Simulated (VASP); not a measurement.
# PbAu3 (Fm-3m) in VASP: single point with LDA

Aim: the single point of PbAu3 with LDA.

Everything below comes from runs of VASP 6.6.1. Logs are shortened: lines on timing, memory, paths and dates and some standing lists are left out, and cuts for length are marked.

**1. The cell of the first run**

The structure is cubic, space group Fm-3m (No. 225). Conventional cell: a = 6.964 Å, b = 6.964 Å, c = 6.964 Å, α = 90.00°, β = 90.00°, γ = 90.00°. Within 4.0 Å of Pb (site symmetry m-3m) lie 14 Au at 3.02 to 3.48 Å. Within 4.0 Å of Au (site symmetry -43m) lie 4 Pb at 3.02 Å and 10 Au at 3.02 to 3.48 Å. Au (site symmetry m-3m) has 8 Au at 3.02 Å and 6 Pb at 3.48 Å within 4.0 Å.

**2. Single point, LDA**

File INCAR:

```
ALGO     = Normal         # electronic algorithm
EDIFF    = 1E-6           # SCF threshold, eV
ENCUT    = 520            # plane-wave cutoff, eV
GGA      = CA             # functional
ISIF     = 2              # what is computed and relaxed
ISMEAR   = 1              # smearing method
LASPH    = True           # aspherical terms in the spheres
LCHARG   = False          # write CHGCAR
LREAL    = False          # projectors in reciprocal space
LWAVE    = False          # write WAVECAR
NBANDS   = 32             # bands
NELM     = 100            # most SCF steps
PREC     = Accurate       # precision mode
SIGMA    = 0.01           # smearing width, eV
```

File KPOINTS:

```
k-points
0
Gamma
  5 5 5
```

File POSCAR:

```
PbAu3
1.0
    0.0000000000      3.4819960000      3.4819960000
    3.4819960000      0.0000000000      3.4819960000
    3.4819960000      3.4819960000      0.0000000000
Pb Au
1 3
Direct
    0.5000000000      0.5000000000      0.5000000000
    0.7500000000      0.7500000000      0.7500000000
    0.2500000000      0.2500000000      0.2500000000
    0.0000000000      0.0000000000      0.0000000000
```

Potentials or basis: VASP PAW LDA potentials, release 64 (Pb_d, Au).

Launch:

```sh
> cat potpaw_LDA.64/Pb_d/POTCAR potpaw_LDA.64/Au/POTCAR > POTCAR
> mpirun -np 1 vasp_std > vasp.out
```

OUTCAR:

```text
EDIFF = 1E-6
   ENCUT = 520
   GGA = CA
   ISIF = 2
   ISMEAR = 1
   LASPH = True
   LREAL = False
   NELM = 100
   PREC = Accurate

 ion  position               nearest neighbor table
   1  0.500  0.500  0.500-   3 3.02   3 3.02   3 3.02   2 3.02   3 3.02   2 3.02   2 3.02   2 3.02
                             4 3.48   4 3.48   4 3.48   4 3.48   4 3.48   4 3.48
   2  0.750  0.750  0.750-   1 3.02   1 3.02   1 3.02   1 3.02   4 3.02   4 3.02   4 3.02   4 3.02
                             3 3.48   3 3.48   3 3.48   3 3.48   3 3.48   3 3.48
   3  0.250  0.250  0.250-   4 3.02   4 3.02   4 3.02   1 3.02   4 3.02   1 3.02   1 3.02   1 3.02
                             2 3.48   2 3.48   2 3.48   2 3.48   2 3.48   2 3.48
   4  0.000  0.000  0.000-   2 3.02   2 3.02   2 3.02   2 3.02   3 3.02   3 3.02   3 3.02   3 3.02
                             1 3.48   1 3.48   1 3.48   1 3.48   1 3.48   1 3.48

  LATTYP: Found a face centered cubic cell.
 ALAT       =     6.9639920000

  Lattice vectors:

 A1 = (   0.0000000000,   3.4819960000,   3.4819960000)
 A2 = (   3.4819960000,   0.0000000000,   3.4819960000)
 A3 = (   3.4819960000,   3.4819960000,   0.0000000000)

Analysis of symmetry for initial positions (statically):
=====================================================================
 Subroutine PRICEL returns:
 Original cell was already a primitive cell.

 Routine SETGRP: Setting up the symmetry group for a
 face centered cubic supercell.

 Subroutine GETGRP returns: Found 48 space group operations
 (whereof 48 operations were pure point group operations)
 out of a pool of 48 trial point group operations.

The static configuration has the point symmetry O_h .

Analysis of symmetry for dynamics (positions and initial velocities):
=====================================================================
 Subroutine PRICEL returns:
 Original cell was already a primitive cell.

 Routine SETGRP: Setting up the symmetry group for a
 face centered cubic supercell.

 Subroutine GETGRP returns: Found 48 space group operations
 (whereof 48 operations were pure point group operations)
 out of a pool of 48 trial point group operations.

The dynamic configuration has the point symmetry O_h .

 Subroutine INISYM returns: Found 48 space group operations
 (whereof 48 operations are pure point group operations),
 and found     1 'primitive' translations

----------------------------------------------------------------------------------------

                                     Primitive cell

  volume of cell :      84.4335

  direct lattice vectors                    reciprocal lattice vectors
     0.000000000  3.481996000  3.481996000    -0.143595800  0.143595800  0.143595800
     3.481996000  0.000000000  3.481996000     0.143595800 -0.143595800  0.143595800
     3.481996000  3.481996000  0.000000000     0.143595800  0.143595800 -0.143595800

  length of vectors
     4.924285967  4.924285967  4.924285967     0.248715221  0.248715221  0.248715221

  position of ions in fractional coordinates (direct lattice)
     0.500000000  0.500000000  0.500000000
     0.750000000  0.750000000  0.750000000
     0.250000000  0.250000000  0.250000000
     0.000000000  0.000000000  0.000000000

  ion indices of the primitive-cell ions
   primitive index   ion index
                 1           1
                 2           2
                 3           3
                 4           4

----------------------------------------------------------------------------------------

 KPOINTS: k-points

Automatic generation of k-mesh.
 Grid dimensions read from file:
 generate k-points for:    5    5    5

 Generating k-lattice:

  Cartesian coordinates                     Fractional coordinates (reciprocal lattice)
    -0.028719160  0.028719160  0.028719160     0.200000000  0.000000000  0.000000000
     0.028719160 -0.028719160  0.028719160     0.000000000  0.200000000  0.000000000
     0.028719160  0.028719160 -0.028719160     0.000000000  0.000000000  0.200000000

  Length of vectors
     0.049743044  0.049743044  0.049743044

  Shift w.r.t. Gamma in fractional coordinates (k-lattice)
     0.000000000  0.000000000  0.000000000

 Subroutine IBZKPT returns following result:
 ===========================================

 Found     10 irreducible k-points:

 Following reciprocal coordinates:
            Coordinates               Weight
  0.000000  0.000000  0.000000      1.000000
  0.200000  0.000000  0.000000      8.000000
  0.400000  0.000000  0.000000      8.000000
  0.200000  0.200000  0.000000      6.000000
  0.400000  0.200000  0.000000     24.000000
 -0.400000  0.200000  0.000000     24.000000
 -0.200000  0.200000  0.000000     12.000000
  0.400000  0.400000  0.000000      6.000000
 -0.400000  0.400000  0.000000     12.000000
 -0.400000  0.400000  0.200000     24.000000
   k-points           NKPTS =     10   k-points in BZ     NKDIM =     10   number of bands    NBANDS=     32
   number of dos      NEDOS =    301   number of ions     NIONS =      4
   total plane-waves  NPLWV =  64000
   dimension x,y,z NGX =    40 NGY =   40 NGZ =   40
   dimension x,y,z NGXF=    80 NGYF=   80 NGZF=   80
   ions per type =               1   3
   NGX,Y,Z   is equivalent  to a cutoff of  13.50, 13.50, 13.50 a.u.
   NGXF,Y,Z  is equivalent  to a cutoff of  27.01, 27.01, 27.01 a.u.
 SYSTEM =  unknown system
   PREC   = accura    normal or accurate (medium, high low for compatibility)
   ISTART =      0    job   : 0-new  1-cont  2-samecut
   ICHARG =      2    charge: 1-file 2-atom 10-const
   ISPIN  =      1    spin polarized calculation?
   LNONCOLLINEAR =      F non collinear calculations
   LSORBIT =      F    spin-orbit coupling
   LASPH  =      T    aspherical Exc in radial PAW
   ENCUT  =  520.0 eV  38.22 Ry    6.18 a.u.   9.16  9.16  9.16*2*pi/ulx,y,z
   NELM   =    100;   NELMIN=  2; NELMDL= -5     # of ELM steps
   EDIFF  = 0.1E-05   stopping-criterion for ELM
   LREAL  =      F    real-space projection
   EDIFFG = 0.1E-04   stopping-criterion for IOM
   NSW    =      0    number of steps for IOM
   IBRION =     -1    ionic relax: 0-MD 1-quasi-New 2-CG
   NFREE  =      0    steps in history (QN), initial steepest desc. (CG)
   ISIF   =      2    stress and relaxation
   ISYM   =      2    0-nonsym 1-usesym 2-fastsym
   POTIM  = 0.5000    time-step for ionic-motion
   TEBEG  =    0.0;   TEEND  =   0.0 temperature during run
   PSTRESS=    0.0 pullay stress
   NELECT =      47.0000    total number of electrons
   NUPDOWN=      -1.0000    fix difference up-down
   EMIN   =  10.00;   EMAX   =-10.00  energy-range for DOS
   EFERMI =   0.00;   METHOD = LEGACY
   ISMEAR =     1;   SIGMA  =   0.01  broadening in eV -4-tet -1-fermi 0-gaus
   EFERMI_NEDOS =   21; number of points for ismear=-14 and -15
   IALGO  =     38    algorithm
   IMIX   =      4    mixing-type and parameters
     AMIX     =   0.40;   BMIX     =  1.00
     AMIX_MAG =   1.60;   BMIX_MAG =  1.00
  volume/ion in A,a.u.               =      21.11       142.45
  Fermi-wavevector in a.u.,A,eV,Ry     =   1.346695  2.544884 24.675348  1.813587
  Thomas-Fermi vector in A             =   2.474506
   LORBIT       =      0    0 simple, 1 ext, 2 COOP (PROOUT), +10 PAW based schemes
   GGA     = CA    functional components
   LHFCALC =     F    Hartree Fock is set to
   AEXX    =    0.0000 exact exchange contribution
   IVDW    =     0    specifies the selected vdW correction
   LEPSILON=     F    determine dielectric tensor
   LRPA    =     F    only Hartree local field effects (RPA)
 non-spin polarized calculation
 Methfessel and Paxton  Order N= 1 SIGMA  =   0.01
  energy-cutoff  :      520.00
  volume of cell :       84.43
 maximum number of plane-waves:      2288
 NGX is ok and might be reduce to    40
   NGX = 19   NGY = 19   NGZ = 19

 number of electron      47.0000001 magnetization

 Free energy of the ion-electron system (eV)
  ---------------------------------------------------
  ext. energy  EPLUGINS =         0.00000000
  ---------------------------------------------------
  free energy    TOTEN  =       -16.89761607 eV

  energy without entropy =      -16.89709918  energy(sigma->0) =      -16.89744378

 E-fermi :   8.1296     XC(G=0): -11.9108

 val. band max:        8.0279857870   @ k =   0.2000   0.0000   0.0000
 cond. band min:       8.1308138315   @ k =   0.4000   0.2000   0.0000
 fundamental gap:      0.1028280445
 Fermi energy:         8.1295724028

 k-point     1 :       0.0000    0.0000    0.0000
  band No.  band energies     occupation
      1      -8.9577      2.00000
      2      -8.9577      2.00000
      3      -8.9577      2.00000
      4      -8.9157      2.00000
      5      -8.9157      2.00000
      6      -2.8663      2.00000
[... 24 lines left out ...]
     31      13.0631      0.00000
     32      13.0631      0.00000

 k-point     2 :       0.2000    0.0000    0.0000
  band No.  band energies     occupation
      1      -8.9607      2.00000
      2      -8.9563      2.00000
      3      -8.9563      2.00000
      4      -8.9133      2.00000
      5      -8.9133      2.00000
      6      -2.5161      2.00000
[... 24 lines left out ...]
     31      14.1127      0.00000
     32      15.0744      0.00000

 k-point     3 :       0.4000    0.0000    0.0000
  band No.  band energies     occupation
      1      -8.9657      2.00000
      2      -8.9542      2.00000
      3      -8.9542      2.00000
      4      -8.9092      2.00000
      5      -8.9092      2.00000
      6      -1.7378      2.00000
[... 24 lines left out ...]
     31      16.2187      0.00000
     32      17.0681      0.00000

 k-point     4 :       0.2000    0.2000    0.0000
  band No.  band energies     occupation
      1      -8.9645      2.00000
      2      -8.9544      2.00000
      3      -8.9544      2.00000
      4      -8.9151      2.00000
      5      -8.9111      2.00000
      6      -2.4052      2.00000
[... 164 lines left out ...]
     31      17.9529      0.00000
     32      17.9639      0.00000

 k-point     9 :      -0.4000    0.4000    0.0000
  band No.  band energies     occupation
      1      -8.9725      2.00000
      2      -8.9525      2.00000
      3      -8.9495      2.00000
      4      -8.9176      2.00000
      5      -8.9036      2.00000
      6      -1.3102      2.00000
[... 24 lines left out ...]
     31      17.0064      0.00000
     32      17.8012      0.00000

 k-point    10 :      -0.4000    0.4000    0.2000
  band No.  band energies     occupation
      1      -8.9666      2.00000
      2      -8.9582      2.00000
      3      -8.9496      2.00000
      4      -8.9151      2.00000
      5      -8.9052      2.00000
      6      -1.3821      2.00000
[... 24 lines left out ...]
     31      17.0661      0.00000
     32      17.6300      0.00000

------------------------ aborting loop because EDIFF is reached ----------------------------------------

  FORCE on cell =-STRESS in cart. coord.  units (eV):
  Direction    XX          YY          ZZ          XY          YZ          ZX
  --------------------------------------------------------------------------------------
  -------------------------------------------------------------------------------------
  Total       -4.4863222     -4.4863222     -4.4863222      0.0000000      0.0000000     -0.0000000
  in kB      -85.1307080    -85.1307080    -85.1307080      0.0000000      0.0000000     -0.0000000
  external PRESSURE =     -85.1307080 kB  Pullay stress =       0.0000000 kB

 VOLUME and BASIS-vectors are now :
 -----------------------------------------------------------------------------
  energy-cutoff  :      520.00
  volume of cell :       84.43
      direct lattice vectors                 reciprocal lattice vectors
     0.000000000  3.481996000  3.481996000    -0.143595800  0.143595800  0.143595800
     3.481996000  0.000000000  3.481996000     0.143595800 -0.143595800  0.143595800
     3.481996000  3.481996000  0.000000000     0.143595800  0.143595800 -0.143595800

 POSITION                                       TOTAL-FORCE (eV/Angst)
 -----------------------------------------------------------------------------------
      3.48200      3.48200      3.48200        -0.000000     -0.000000      0.000000
      5.22299      5.22299      5.22299         0.000000     -0.000000     -0.000000
      1.74100      1.74100      1.74100        -0.000000      0.000000      0.000000
      0.00000      0.00000      0.00000        -0.000000     -0.000000      0.000000
 -----------------------------------------------------------------------------------
    total drift:                               -0.000000      0.000000      0.000000

  FREE ENERGIE OF THE ION-ELECTRON SYSTEM (eV)
  ---------------------------------------------------
  free  energy   TOTEN  =       -16.8976160747 eV

  energy  without entropy=      -16.8970991783  energy(sigma->0) =      -16.89744378
```

It took 15 s on 1 thread of Intel Xeon 6975P-C (Granite Rapids), shared host; peak memory 0.2 GiB.

Results:

| Item | Value |
| --- | --- |
| Free energy | -16.8976 eV |
| Pressure | -8.5 GPa |
| Band gap on the k mesh | zero (an odd number of electrons rules out a gap without spin polarisation) |

Levels at points of the mesh, in eV from the Fermi level:
```tsv
k point	band 20	band 21	band 22	band 23	band 24	band 25	band 26	band 27
(0.00, 0.00, 0.00)	-3.26	-3.26	-2.83	0.93	2.26	2.26	2.26	3.98
```

Caveat: the cell stands under tension; spin-orbit coupling is left out, which moves the levels of the heavy elements.
